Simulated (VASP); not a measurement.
## SiC: single point with PBE

The system is SiC.

```
Si C
1.0
     0.00000    2.18000    2.18000
     2.18000    0.00000    2.18000
     2.18000    2.18000    0.00000
Si C
1 1
Direct
  0.01100 0.00400 0.99300
  0.24300 0.26200 0.25600
```

```
Program             : VASP 6.6.1
Task                : single point
Functional          : PBE
Potentials or basis : VASP PAW PBE potentials, release 64 (Si, C)
Cutoff              : 600 eV
k mesh              : 6 × 6 × 6
Occupations         : gaussian, width 0.01 eV
Spin                : no spin polarisation
```

The pressure is 3.1 GPa. The largest force is 0.953 eV/Å and the band gap on the k mesh is 1.09 eV (least direct gap 4.42 eV).

Forces on the atoms (eV/Å):
```
Si   0.860 -0.142 -0.386
C   -0.860  0.142  0.386
```

Stress tensor (GPa, compression positive):
```
 2.89  1.24  0.40
 1.24  3.25 -2.83
 0.40 -2.83  3.19
```

Levels at points of the mesh, in eV from the valence-band top:
| k point | band 2 | band 3 | band 4 | band 5 | band 6 | band 7 |
| --- | --- | --- | --- | --- | --- | --- |
| (0.00, 0.00, 0.00) | -0.49 | -0.29 | 0.00 | 5.95 | 6.94 | 7.05 |
| (0.50, 0.00, 0.00) | -8.63 | -1.49 | -1.29 | 5.16 | 6.77 | 7.00 |
| (0.00, 0.50, 0.00) | -8.86 | -1.45 | -1.09 | 5.15 | 6.78 | 7.21 |
| (0.00, 0.00, 0.50) | -8.90 | -1.40 | -1.10 | 5.15 | 6.83 | 7.20 |
| (0.50, 0.50, 0.50) | -8.76 | -1.52 | -1.12 | 5.15 | 6.72 | 7.18 |
| (0.50, 0.50, 0.00) | -8.05 | -3.49 | -3.38 | 1.09 | 4.04 | 13.76 |
| (0.00, 0.50, 0.50) | -8.04 | -3.56 | -3.33 | 1.09 | 4.06 | 13.75 |
| (0.50, 0.00, 0.50) | -8.06 | -3.47 | -3.40 | 1.09 | 4.04 | 13.76 |

Run time: 42 s on 1 thread of AMD EPYC 7R43 64-Core Processor (Zen 3) (shared host), peak memory 0.13 GiB.

Caveat: the cell stands under pressure. A k mesh can miss the band edges.
